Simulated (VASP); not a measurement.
# SbTeS (P4/mmm) in VASP: notebook

SbTeS is run at these levels: PBE; tasks: single point, relaxation of cell and atoms.

All numbers are computed with VASP 6.6.1; they aren't measurements. Logs are shortened: lines on timing, memory, paths and dates and some standing lists are left out, and cuts for length are marked.

### Step 1. The cell of the first run

The structure is tetragonal, space group P4/mmm (No. 123). Conventional cell: a = 3.799 Å, b = 3.799 Å, c = 6.202 Å, α = 90.00°, β = 90.00°, γ = 90.00°. Within 4.1 Å of Sb (site symmetry 4/mmm) lie 2 Te at 3.10 Å and 4 Sb at 3.80 Å. Te (site symmetry 4/mmm) has 4 S at 2.69 Å and 2 Sb at 3.10 Å within 3.5 Å. S (site symmetry 4/mmm) has 4 Te at 2.69 Å within 3.5 Å.

### Step 2. Single point, PBE

INCAR reads:

```
ALGO = Normal ; EDIFF = 1E-7
ENCUT = 520 ; GGA = PE
ISIF = 2 ; ISMEAR = 0
LASPH = T ; LCHARG = F
LREAL = F ; LWAVE = F
NBANDS = 16 ; NELM = 60
PREC = Accurate ; SIGMA = 0.1
```

KPOINTS reads:

```
k-points
0
Gamma
  12 12 8
```

POSCAR reads:

```
SbTeS
1.0
    3.7985587546      0.0000000000      0.0000000000
    0.0000000000      3.7985587546      0.0000000000
    0.0000000000      0.0000000000      6.2021253779
Sb Te S
1 1 1
Direct
    0.5000000000      0.5000000000      0.5000000000
    0.5000000000      0.5000000000      0.0000000000
    0.0000000000      0.0000000000      0.0000000000
```

Potentials or basis: VASP PAW PBE potentials, release 64 (Sb, Te, S).

Started as:

```
> cat potpaw_PBE.64/Sb/POTCAR potpaw_PBE.64/Te/POTCAR potpaw_PBE.64/S/POTCAR > POTCAR
> mpirun -np 1 vasp_std > vasp.out
```

OUTCAR:

```text
EDIFF = 1E-7
   ENCUT = 520
   GGA = PE
   ISIF = 2
   ISMEAR = 0
   LASPH = T
   LREAL = F
   NELM = 60
   PREC = Accurate

 ion  position               nearest neighbor table
   1  0.500  0.500  0.500-   2 3.10   2 3.10
   2  0.500  0.500  0.000-   3 2.69   3 2.69   3 2.69   3 2.69   1 3.10   1 3.10
   3  0.000  0.000  0.000-   2 2.69   2 2.69   2 2.69   2 2.69

  LATTYP: Found a simple tetragonal cell.
 ALAT       =     3.7985587546
 C/A-ratio  =     1.6327575216

  Lattice vectors:

 A1 = (   3.7985587546,   0.0000000000,   0.0000000000)
 A2 = (   0.0000000000,   3.7985587546,   0.0000000000)
 A3 = (   0.0000000000,   0.0000000000,   6.2021253779)

Analysis of symmetry for initial positions (statically):
=====================================================================
 Subroutine PRICEL returns:
 Original cell was already a primitive cell.

 Routine SETGRP: Setting up the symmetry group for a
 simple tetragonal supercell.

 Subroutine GETGRP returns: Found 16 space group operations
 (whereof 16 operations were pure point group operations)
 out of a pool of 16 trial point group operations.

The static configuration has the point symmetry D_4h.

Analysis of symmetry for dynamics (positions and initial velocities):
=====================================================================
 Subroutine PRICEL returns:
 Original cell was already a primitive cell.

 Routine SETGRP: Setting up the symmetry group for a
 simple tetragonal supercell.

 Subroutine GETGRP returns: Found 16 space group operations
 (whereof 16 operations were pure point group operations)
 out of a pool of 16 trial point group operations.

The dynamic configuration has the point symmetry D_4h.

 Subroutine INISYM returns: Found 16 space group operations
 (whereof 16 operations are pure point group operations),
 and found     1 'primitive' translations

----------------------------------------------------------------------------------------

                                     Primitive cell

  volume of cell :      89.4908

  direct lattice vectors                    reciprocal lattice vectors
     3.798558755  0.000000000  0.000000000     0.263257742  0.000000000  0.000000000
     0.000000000  3.798558755  0.000000000     0.000000000  0.263257742  0.000000000
     0.000000000  0.000000000  6.202125378     0.000000000  0.000000000  0.161235051

  length of vectors
     3.798558755  3.798558755  6.202125378     0.263257742  0.263257742  0.161235051

  position of ions in fractional coordinates (direct lattice)
     0.500000000  0.500000000  0.500000000
     0.500000000  0.500000000  0.000000000
     0.000000000  0.000000000  0.000000000

  ion indices of the primitive-cell ions
   primitive index   ion index
                 1           1
                 2           2
                 3           3

----------------------------------------------------------------------------------------

 KPOINTS: k-points

Automatic generation of k-mesh.
 Grid dimensions read from file:
 generate k-points for:   12   12    8

 Generating k-lattice:

  Cartesian coordinates                     Fractional coordinates (reciprocal lattice)
     0.021938145  0.000000000  0.000000000     0.083333333  0.000000000  0.000000000
     0.000000000  0.021938145  0.000000000     0.000000000  0.083333333  0.000000000
     0.000000000  0.000000000  0.020154381     0.000000000  0.000000000  0.125000000

  Length of vectors
     0.021938145  0.021938145  0.020154381

  Shift w.r.t. Gamma in fractional coordinates (k-lattice)
     0.000000000  0.000000000  0.000000000

 Subroutine IBZKPT returns following result:
 ===========================================

 Found    140 irreducible k-points:

 Following reciprocal coordinates:
            Coordinates               Weight
  0.000000  0.000000  0.000000      1.000000
  0.083333  0.000000  0.000000      4.000000
  0.166667  0.000000  0.000000      4.000000
  0.250000  0.000000  0.000000      4.000000
  0.333333  0.000000  0.000000      4.000000
  0.416667  0.000000  0.000000      4.000000
[... 16 lines left out ...]
  0.333333  0.333333  0.000000      4.000000
  0.416667  0.333333  0.000000      8.000000
 [... further k-points ...]
   k-points           NKPTS =    140   k-points in BZ     NKDIM =    140   number of bands    NBANDS=     16
   number of dos      NEDOS =    301   number of ions     NIONS =      3
   total plane-waves  NPLWV =  37632
   dimension x,y,z NGX =    28 NGY =   28 NGZ =   48
   dimension x,y,z NGXF=    56 NGYF=   56 NGZF=   96
   ions per type =               1   1   1
   NGX,Y,Z   is equivalent  to a cutoff of  12.25, 12.25, 12.87 a.u.
   NGXF,Y,Z  is equivalent  to a cutoff of  24.51, 24.51, 25.73 a.u.
 SYSTEM =  unknown system
   PREC   = accura    normal or accurate (medium, high low for compatibility)
   ISTART =      0    job   : 0-new  1-cont  2-samecut
   ICHARG =      2    charge: 1-file 2-atom 10-const
   ISPIN  =      1    spin polarized calculation?
   LNONCOLLINEAR =      F non collinear calculations
   LSORBIT =      F    spin-orbit coupling
   LASPH  =      T    aspherical Exc in radial PAW
   ENCUT  =  520.0 eV  38.22 Ry    6.18 a.u.   7.06  7.06 11.53*2*pi/ulx,y,z
   NELM   =     60;   NELMIN=  2; NELMDL= -5     # of ELM steps
   EDIFF  = 0.1E-06   stopping-criterion for ELM
   LREAL  =      F    real-space projection
   EDIFFG = 0.1E-05   stopping-criterion for IOM
   NSW    =      0    number of steps for IOM
   IBRION =     -1    ionic relax: 0-MD 1-quasi-New 2-CG
   NFREE  =      0    steps in history (QN), initial steepest desc. (CG)
   ISIF   =      2    stress and relaxation
   ISYM   =      2    0-nonsym 1-usesym 2-fastsym
   POTIM  = 0.5000    time-step for ionic-motion
   TEBEG  =    0.0;   TEEND  =   0.0 temperature during run
   PSTRESS=    0.0 pullay stress
   NELECT =      17.0000    total number of electrons
   NUPDOWN=      -1.0000    fix difference up-down
   EMIN   =  10.00;   EMAX   =-10.00  energy-range for DOS
   EFERMI =   0.00;   METHOD = LEGACY
   ISMEAR =     0;   SIGMA  =   0.10  broadening in eV -4-tet -1-fermi 0-gaus
   EFERMI_NEDOS =   21; number of points for ismear=-14 and -15
   IALGO  =     38    algorithm
   IMIX   =      4    mixing-type and parameters
     AMIX     =   0.40;   BMIX     =  1.00
     AMIX_MAG =   1.60;   BMIX_MAG =  1.00
  volume/ion in A,a.u.               =      29.83       201.30
  Fermi-wavevector in a.u.,A,eV,Ry     =   0.941091  1.778405 12.050037  0.885653
  Thomas-Fermi vector in A             =   2.068568
   LORBIT       =      0    0 simple, 1 ext, 2 COOP (PROOUT), +10 PAW based schemes
   GGA     = PE    functional components
   LHFCALC =     F    Hartree Fock is set to
   AEXX    =    0.0000 exact exchange contribution
   IVDW    =     0    specifies the selected vdW correction
   LEPSILON=     F    determine dielectric tensor
   LRPA    =     F    only Hartree local field effects (RPA)
 non-spin polarized calculation
 Gauss-broadening in eV      SIGMA  =   0.10
  energy-cutoff  :      520.00
  volume of cell :       89.49
 maximum number of plane-waves:      2450
   NGX = 15   NGY = 15   NGZ = 23

 number of electron      16.9999997 magnetization

 Free energy of the ion-electron system (eV)
  ---------------------------------------------------
  ext. energy  EPLUGINS =         0.00000000
  ---------------------------------------------------
  free energy    TOTEN  =       -10.28487183 eV

  energy without entropy =      -10.27444120  energy(sigma->0) =      -10.27965651

 E-fermi :   5.3419     XC(G=0):  -9.0976

 val. band max:        5.3328500163   @ k =   0.3333   0.0833   0.5000
 cond. band min:       5.3457357124   @ k =   0.3333   0.0000   0.2500
 fundamental gap:      0.0128856961
 Fermi energy:         5.3419391723

 k-point     1 :       0.0000    0.0000    0.0000
  band No.  band energies     occupation
      1      -9.7930      2.00000
      2      -4.1975      2.00000
      3      -2.5948      2.00000
      4      -0.3494      2.00000
      5       0.6650      2.00000
      6       0.6650      2.00000
[... 8 lines left out ...]
     15      12.4295      0.00000
     16      12.4295      0.00000

 k-point     2 :       0.0833    0.0000    0.0000
  band No.  band energies     occupation
      1      -9.7303      2.00000
      2      -4.2631      2.00000
      3      -2.7692      2.00000
      4      -0.2927      2.00000
      5       0.7367      2.00000
      6       0.8833      2.00000
[... 8 lines left out ...]
     15      12.2079      0.00000
     16      12.4908      0.00000

 k-point     3 :       0.1667    0.0000    0.0000
  band No.  band energies     occupation
      1      -9.5432      2.00000
      2      -4.5642      2.00000
      3      -3.0235      2.00000
      4      -0.1257      2.00000
      5       0.9501      2.00000
      6       1.3883      2.00000
[... 8 lines left out ...]
     15      11.8696      0.00000
     16      12.6742      0.00000

 k-point     4 :       0.2500    0.0000    0.0000
  band No.  band energies     occupation
      1      -9.2356      2.00000
      2      -5.1817      2.00000
      3      -3.0554      2.00000
      4       0.1402      2.00000
      5       1.3000      2.00000
      6       1.9904      2.00000
[... 8 lines left out ...]
     15      12.3245      0.00000
     16      12.9787      0.00000

 k-point     5 :       0.3333    0.0000    0.0000
  band No.  band energies     occupation
      1      -8.8165      2.00000
      2      -5.9461      2.00000
      3      -2.9334      2.00000
      4       0.4781      2.00000
      5       1.7721      2.00000
      6       2.5877      2.00000
[... 8 lines left out ...]
     15      12.9650      0.00000
     16      13.4003      0.00000

 k-point     6 :       0.4167    0.0000    0.0000
  band No.  band energies     occupation
      1      -8.3167      2.00000
      2      -6.6897      2.00000
      3      -2.7936      2.00000
      4       0.8179      2.00000
      5       2.3183      2.00000
      6       2.8804      2.00000
[... 8 lines left out ...]
     15      13.8729      0.00000
     16      13.9397      0.00000

 k-point     7 :       0.5000    0.0000    0.0000
  band No.  band energies     occupation
      1      -7.9614      2.00000
      2      -7.1312      2.00000
      3      -2.7335      2.00000
      4       0.9845      2.00000
      5       2.6668      2.00000
      6       2.7786      2.00000
[... 8 lines left out ...]
     15      13.7778      0.00000
     16      14.1184      0.00000

 k-point     8 :       0.0833    0.0833    0.0000
  band No.  band energies     occupation
      1      -9.6679      2.00000
      2      -4.3341      2.00000
      3      -2.8690      2.00000
      4      -0.2364      2.00000
      5       0.4308      2.00000
      6       1.4211      2.00000
[... 8 lines left out ...]
     15      11.7898      0.00000
     16      12.8162      0.00000

 k-point     9 :       0.1667    0.0833    0.0000
  band No.  band energies     occupation
      1      -9.4818      2.00000
      2      -4.6279      2.00000
      3      -3.0188      2.00000
      4      -0.0709      2.00000
      5       0.3607      2.00000
      6       2.1227      2.00000
[... 8 lines left out ...]
     15      12.2626      0.00000
     16      13.0761      0.00000
[... 172 lines left out ...]
 k-point    19 :       0.2500    0.2500    0.0000
  band No.  band energies     occupation
      1      -8.7114      2.00000
      2      -5.5301      2.00000
      3      -2.7487      2.00000
      4      -0.7413      2.00000
      5       0.5846      2.00000
      6       2.6604      2.00000
[... 8 lines left out ...]
     15      12.4572      0.00000
     16      12.5268      0.00000

 k-point    20 :       0.3333    0.2500    0.0000
  band No.  band energies     occupation
      1      -8.3283      2.00000
      2      -5.9218      2.00000
      3      -2.5796      2.00000
      4      -0.8369      2.00000
      5       0.8797      2.00000
      6       1.6365      2.00000
[... 8 lines left out ...]
     15      11.8713      0.00000
     16      13.5543      0.00000

 k-point    21 :       0.4167    0.2500    0.0000
  band No.  band energies     occupation
      1      -7.8951      2.00000
      2      -6.4024      2.00000
      3      -2.4396      2.00000
      4      -0.5862      2.00000
      5       0.7451      2.00000
      6       1.1608      2.00000
[... 8 lines left out ...]
     15      11.3672      0.00000
     16      14.7632      0.00000

 k-point    22 :       0.5000    0.2500    0.0000
  band No.  band energies     occupation
      1      -7.6258      2.00000
      2      -6.6967      2.00000
      3      -2.3826      2.00000
      4      -0.2199      2.00000
      5       0.1727      2.00000
      6       1.2895      2.00000
[... 8 lines left out ...]
     15      11.1814      0.00000
     16      15.0696      0.00000

 k-point    23 :       0.3333    0.3333    0.0000
  band No.  band energies     occupation
      1      -7.9850      2.00000
      2      -6.0394      2.00000
      3      -2.3783      2.00000
      4      -1.2611      2.00000
      5       0.6139      2.00000
      6       1.1348      2.00000
[... 8 lines left out ...]
     15      11.0642      0.00000
     16      14.5117      0.00000

 k-point    24 :       0.4167    0.3333    0.0000
  band No.  band energies     occupation
      1      -7.6232      2.00000
      2      -6.2675      2.00000
      3      -2.2275      2.00000
      4      -1.2712      2.00000
      5      -0.2385      2.00000
      6       1.3640      2.00000
[... 8 lines left out ...]
     15      10.5063      0.00000
     16      14.8948      0.00000

 [... further k-points ...]
[... 5 lines left out ...]
  --------------------------------------------------------------------------------------
  -------------------------------------------------------------------------------------
  Total       -0.0645287     -0.0645287     -0.0435474      0.0000000      0.0000000      0.0000000
  in kB       -1.1552753     -1.1552753     -0.7796416      0.0000000      0.0000000      0.0000000
  external PRESSURE =      -1.0300641 kB  Pullay stress =       0.0000000 kB

 VOLUME and BASIS-vectors are now :
 -----------------------------------------------------------------------------
  energy-cutoff  :      520.00
  volume of cell :       89.49
      direct lattice vectors                 reciprocal lattice vectors
     3.798558755  0.000000000  0.000000000     0.263257742  0.000000000  0.000000000
     0.000000000  3.798558755  0.000000000     0.000000000  0.263257742  0.000000000
     0.000000000  0.000000000  6.202125378     0.000000000  0.000000000  0.161235051

 POSITION                                       TOTAL-FORCE (eV/Angst)
 -----------------------------------------------------------------------------------
      1.89928      1.89928      3.10106         0.000000      0.000000      0.000000
      1.89928      1.89928      0.00000         0.000000      0.000000      0.000000
      0.00000      0.00000      0.00000         0.000000      0.000000      0.000000
 -----------------------------------------------------------------------------------
    total drift:                               -0.000000      0.000000     -0.000000

  FREE ENERGIE OF THE ION-ELECTRON SYSTEM (eV)
  ---------------------------------------------------
  free  energy   TOTEN  =       -10.2848718272 eV

  energy  without entropy=      -10.2744411968  energy(sigma->0) =      -10.27965651
```

Wall time 2.4 min (1 thread of Intel Xeon Platinum 8375C at 2.90GHz (Ice Lake), shared host); peak memory 0.35 GiB.

Results:

```yaml
Free_energy: -10.2849 eV
Pressure: -0.1 GPa
```

Caveat: spin-orbit coupling is left out, which moves the levels of the heavy elements.

### Step 3. Single point, PBE

INCAR reads:

```
SYSTEM = SbTeS
PREC = Accurate
ENCUT = 520
EDIFF = 1E-6
ISMEAR = 0
SIGMA = 0.1
LREAL = .False.
LASPH = .True.
NELM = 100
ALGO = Normal
ISIF = 2
LWAVE = .False.
LCHARG = .True.
GGA = PE
LELF = .True.
LVHAR = .True.
NBANDS = 16
```

KPOINTS reads:

```
Automatic mesh
0
Gamma
  12 12 8
  0 0 0
```

POSCAR is that of step 2.

Potentials or basis: VASP PAW PBE potentials, release 64 (Sb, Te, S).

Started as:

```
> cat potpaw_PBE.64/Sb/POTCAR potpaw_PBE.64/Te/POTCAR potpaw_PBE.64/S/POTCAR > POTCAR
> mpirun -np 1 vasp_std > vasp.out
```

Run time: 1.9 min. Hardware: 1 thread of Intel Xeon Platinum 8375C at 2.90GHz (Ice Lake), shared host; peak memory 0.35 GiB.

It converged, with:

| Item | Value |
| --- | --- |
| Free energy | -10.2849 eV |
| Pressure | -0.1 GPa |

Levels at points of the mesh, in eV from the Fermi level:
| k point | band 6 | band 7 | band 8 | band 9 | band 10 | band 11 | band 12 | band 13 |
| --- | --- | --- | --- | --- | --- | --- | --- | --- |
| (0.00, 0.00, 0.00) | -4.68 | -0.64 | 1.74 | 1.74 | 3.00 | 3.78 | 3.78 | 3.82 |
| (0.50, 0.00, 0.00) | -2.56 | -2.53 | -1.38 | -1.15 | -0.79 | 2.66 | 4.16 | 5.91 |
| (0.50, 0.50, 0.00) | -3.69 | -1.97 | -1.30 | -1.30 | 3.43 | 3.43 | 4.16 | 4.81 |
| (0.00, 0.00, 0.50) | -3.58 | -0.85 | 0.45 | 1.60 | 1.60 | 3.11 | 3.53 | 3.53 |
| (0.50, 0.00, 0.50) | -1.54 | -1.43 | -1.29 | -1.19 | -0.91 | 0.36 | 2.30 | 5.29 |
| (0.50, 0.50, 0.50) | -2.06 | -1.67 | -1.67 | -0.69 | 0.62 | 4.82 | 4.82 | 5.10 |

Caveat: spin-orbit coupling is left out, which moves the levels of the heavy elements.

[end of part 1 of 2]
